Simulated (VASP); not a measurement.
GdYF: single point with PBE

The system is GdYF.

```
Y Gd F
1.0
     3.91969    0.00000    0.00000
    -1.95984    3.39455    0.00000
     0.00000    0.00000    6.52691
Y Gd F
1 1 1
Direct
  0.00000 0.00000 0.00000
  0.33333 0.66667 0.50000
  0.66667 0.33333 0.50000
```

The cell was built from a structure type or drawn by symmetry, and may not be a known phase.

- Program: VASP 6.6.1
- Task: single point
- Functional: PBE
- Potentials or basis: VASP PAW PBE potentials, release 64 (Y_sv, Gd, F)
- Cutoff: 520 eV
- k mesh: 6 × 6 × 4
- Occupations: gaussian, width 0.1 eV
- Spin: collinear spin, ferromagnetic start
- Starting moments: [0.0, 7.0, 0.0] μB

The pressure is -0.1 GPa, the net moment is 7.80 μB per cell and the site moments are Y +0.22; Gd +6.81; F +0.03 μB. The valence electrons inside the program's atomic spheres are Y 9.18; Gd 15.19; F 6.12.

Stress tensor (GPa, compression positive):
```
-0.02  0.00  0.00
 0.00 -0.02  0.00
 0.00  0.00 -0.15
```

Levels at points of the mesh, in eV from the Fermi level:
Spin up:
```
           k point  band 20  band 21  band 22  band 23  band 24  band 25
(0.00, 0.00, 0.00)    -4.08    -1.04     0.49     1.44     1.44     1.66
(0.50, 0.00, 0.00)    -1.71    -0.50    -0.23    -0.15     0.52     0.95
(0.00, 0.00, 0.50)    -3.16    -2.22     0.45     0.96     1.20     1.20
(0.50, 0.00, 0.50)    -1.41    -1.08    -0.10    -0.09     0.63     1.77
```
Spin down:
```tsv
k point	band 10	band 11	band 12	band 13	band 14	band 15	band 16	band 17	band 18	band 19
(0.00, 0.00, 0.00)	-8.18	-8.18	-7.25	-3.78	-0.61	0.31	0.31	0.33	0.33	0.35
(0.50, 0.00, 0.00)	-8.10	-7.49	-7.47	-1.28	-0.25	0.03	0.05	0.28	0.35	0.39
(0.00, 0.00, 0.50)	-8.18	-8.18	-7.29	-2.97	-1.62	0.30	0.32	0.32	0.34	0.34
(0.50, 0.00, 0.50)	-8.10	-7.49	-7.47	-1.09	-0.74	0.06	0.22	0.30	0.31	0.32
```

Run time: 4.1 min on 1 thread of Intel(R) Xeon(R) 6975P-C (Granite Rapids), with other jobs on the host, peak memory 0.31 GiB.

Caveat: spin-orbit coupling is left out, which moves the levels of the heavy elements; a cell with one magnetic atom can't hold antiferromagnetic order, which such compounds often take; semilocal functionals describe open f shells poorly, which spoils levels, moments and volumes. With open d or f shells a metallic result of PBE can be an artefact of self-interaction; +U or a hybrid may open a gap.
